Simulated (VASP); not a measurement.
Set up this calculation in VASP 6.6.1, as the native input.

```yaml
Task: single point
Functional: PBE
Potentials_or_basis: VASP PAW PBE potentials, release 64 (Al, Ni)
Cutoff: 520 eV
k_mesh: 21 × 21 × 4
Occupations: gaussian, width 0.1 eV
Spin: no spin polarisation
Dipole_correction: no
Further_INCAR_settings: ALGO = Fast; EDIFF = 1e-06; NBANDS = 51
```

The structure of AlNi (an interface model) lies in POSCAR:

```
AlNi
1.0
    2.8930835334      0.0000000000      0.0000000000
    0.0000000000      2.8930835334      0.0000000000
    0.0000000000      0.0000000000     17.6581722767
Al Ni
6 6
Direct
    0.0000000000      0.0000000000      0.0140985701
    0.0000000000      0.0000000000      0.1767977472
    0.0000000000      0.0000000000      0.3418851884
    0.5000000000      0.5000000000      0.5747814782
    0.5000000000      0.5000000000      0.7398689195
    0.5000000000      0.5000000000      0.9025680966
    0.5000000000      0.5000000000      0.0928550861
    0.5000000000      0.5000000000      0.2572924862
    0.5000000000      0.5000000000      0.4162773326
    0.0000000000      0.0000000000      0.5003893340
    0.0000000000      0.0000000000      0.6593741805
    0.0000000000      0.0000000000      0.8238115805
```

The input as run:

INCAR

```
ALGO = Fast
EDIFF = 1E-6
ENCUT = 520
GGA = PE
ISIF = 2
ISMEAR = 0
LASPH = True
LCHARG = False
LREAL = False
LWAVE = False
NBANDS = 51
NELM = 100
PREC = Accurate
SIGMA = 0.1
```

KPOINTS

```
k-points
0
Gamma
  21 21 4
```

Potentials or basis: VASP PAW PBE potentials, release 64 (Al, Ni).

Run with:

```bash
$ cat potpaw_PBE.64/Al/POTCAR potpaw_PBE.64/Ni/POTCAR > POTCAR
$ mpirun -np 1 vasp_std > vasp.out
```

It gave:

```yaml
Pressure: 0.4 GPa
Largest_force: 0.039 eV/Å
Band_gap_on_the_k_mesh: zero (bands 39 and 40 overlap by 1.99 eV)
```

Run time: 40 min on 1 thread of Oxide Virtual Turin-like Processor, with other jobs on the host, peak memory 1 GiB.
